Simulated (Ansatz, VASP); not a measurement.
# BaCu3 in VASP and in Ansatz

File INCAR:

```
PREC = Accurate
ENCUT = 520
EDIFF = 1E-6
ISMEAR = 0
SIGMA = 0.05
LREAL = F
LASPH = T
NELM = 80
ALGO = Normal
ISIF = 2
LWAVE = F
LCHARG = T
GGA = PS
LELF = T
LVHAR = T
NBANDS = 30
```

Contents of KPOINTS:

```
Automatic mesh
0
Gamma
  8 8 8
```

File POSCAR:

```
BaCu3
1.0
    4.3573061931      0.0000000000      0.0000000000
    0.0000000000      4.3573061931      0.0000000000
    0.0000000000      0.0000000000      4.3573061931
Ba Cu
1 3
Direct
    0.0000000000      0.0000000000      0.0000000000
    0.0000000000      0.5000000000      0.5000000000
    0.5000000000      0.5000000000      0.0000000000
    0.5000000000      0.0000000000      0.5000000000
```

Input for Ansatz:

```yaml
crystal:
  lattice:
    - [4.3573061931, 0.0, 0.0]
    - [0.0, 4.3573061931, 0.0]
    - [0.0, 0.0, 4.3573061931]
  atoms:
    - { symbol: Ba, position: [0.0, 0.0, 0.0] }
    - { symbol: Cu, position: [0.0, 0.5, 0.5] }
    - { symbol: Cu, position: [0.5, 0.5, 0.0] }
    - { symbol: Cu, position: [0.5, 0.0, 0.5] }
basis:
  ecutwfc: 420
  ecutrho_ratio: 4
kpoints:
  mp_grid: { grid: [8, 8, 8] }
hamiltonian:
  xc: pbesol
scf:
  occupations: { method: gaussian, width: 0.05 }
output:
  forces: true
  stress: true
  eigenvalues: true
```

Alike in both runs: task single point; functional PBEsol; k mesh 8 × 8 × 8; occupations gaussian, width 0.05 eV; no spin polarisation.

```csv
,VASP,Ansatz
version,VASP 6.6.1,Ansatz 0.2.0
potentials or method,"VASP PAW PBE potentials, release 64 (Ba_sv, Cu), cutoff 520 eV","scalar-relativistic, plane waves, PAW"
valence electrons in the cell,43,67
```

```csv
,VASP,Ansatz,Ansatz less VASP
gap on the k mesh at the Fermi level (eV),none,none,-
pressure (GPa),-0.3,-1.3,-0.99
```

VASP's potentials were made for PBE, not for PBEsol. A gap of «none» marks a metal or a gap that the smearing closes. The functional is the same, so the differences come from potentials, cutoffs and numerics. VASP's potentials hold 43 valence electrons a cell and Ansatz's 67, so a difference there can come from the potentials and not from the codes.

Neither program's run includes spin-orbit coupling.
